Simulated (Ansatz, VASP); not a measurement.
TiTe in VASP and in Ansatz

File INCAR:

```
PREC     = Accurate       # precision mode
ENCUT    = 520            # plane-wave cutoff, eV
EDIFF    = 1E-6           # SCF threshold, eV
ISMEAR   = -1             # smearing method
SIGMA    = 0.05           # smearing width, eV
LREAL    = F              # projectors in reciprocal space
LASPH    = T              # aspherical terms in the spheres
NELM     = 100            # most SCF steps
ALGO     = Normal         # electronic algorithm
ISIF     = 2              # what is computed and relaxed
LWAVE    = F              # write WAVECAR
LCHARG   = F              # write CHGCAR
GGA      = CA             # functional
NBANDS   = 16             # bands
```

KPOINTS

```
regular mesh
0
Gamma
  12 12 12
```

POSCAR

```
TiTe
1.0
    0.0000000000      2.2161776396      2.2161776396
    2.2161776396      0.0000000000      2.2161776396
    2.2161776396      2.2161776396      0.0000000000
Ti Te
1 1
Direct
    0.0000000000      0.0000000000      0.0000000000
    0.5000000000      0.5000000000      0.5000000000
```

Input for Ansatz:

```yaml
crystal:
  lattice:
    - [0.0, 2.2161776396, 2.2161776396]
    - [2.2161776396, 0.0, 2.2161776396]
    - [2.2161776396, 2.2161776396, 0.0]
  atoms:
    - { symbol: Ti, position: [0.0, 0.0, 0.0] }
    - { symbol: Te, position: [0.5, 0.5, 0.5] }
kpoints:
  mp_grid: { grid: [12, 12, 12] }
  band_path:
    path:
      - [0.0, 0.0, 0.0]
      - [0.5, 0.0, 0.5]
      - [0.625, 0.25, 0.625]
      - [0.375, 0.375, 0.75]
      - [0.0, 0.0, 0.0]
      - [0.5, 0.5, 0.5]
      - [0.5, 0.25, 0.75]
      - [0.5, 0.0, 0.5]
    npoints: 8
scf:
  occupations: { method: fermi_dirac, width: 0.05 }
hamiltonian:
  xc: lda
  pseudopotentials: { kind: paw }
output:
  forces: true
  stress: true
  eigenvalues: true
  populations: true
  dos: { projected: true, de: 0.2, e_range: [-14, 8] }
  write_density: true
  write_potential: true
  elf: true
  volumetric_format: npy
```

Change from the starting cell: volume scaled by 0.52, PAW files.

Alike in both runs: task single point; functional LDA; k mesh 12 × 12 × 12; occupations fermi-dirac, width 0.05 eV; no spin polarisation.

|  | VASP | Ansatz |
| --- | --- | --- |
| version | VASP 6.6.1 | Ansatz 0.2.0 |
| potentials or method | VASP PAW LDA potentials, release 64 (Ti_sv, Te) | PAW with Ansatz's default frozen-core files, scalar-relativistic |
| plane-wave cutoff (eV) | 520 | 420 |
| valence electrons in the cell | 18 | 28 |

```csv
,VASP,Ansatz,Ansatz less VASP
pressure (GPa),246.3,247.3,+0.94
```

LDA's correlation is that of Perdew and Zunger in VASP and of Perdew and Wang (1992) in Ansatz. Both programs put the cell under a high pressure, so it lies far from rest at this level. VASP's potentials hold 18 valence electrons a cell and Ansatz's 28, so a difference there can come from the potentials and not from the codes.

Neither program's run includes spin-orbit coupling. Noted on VASP's run: the cell as given lies far from equilibrium.
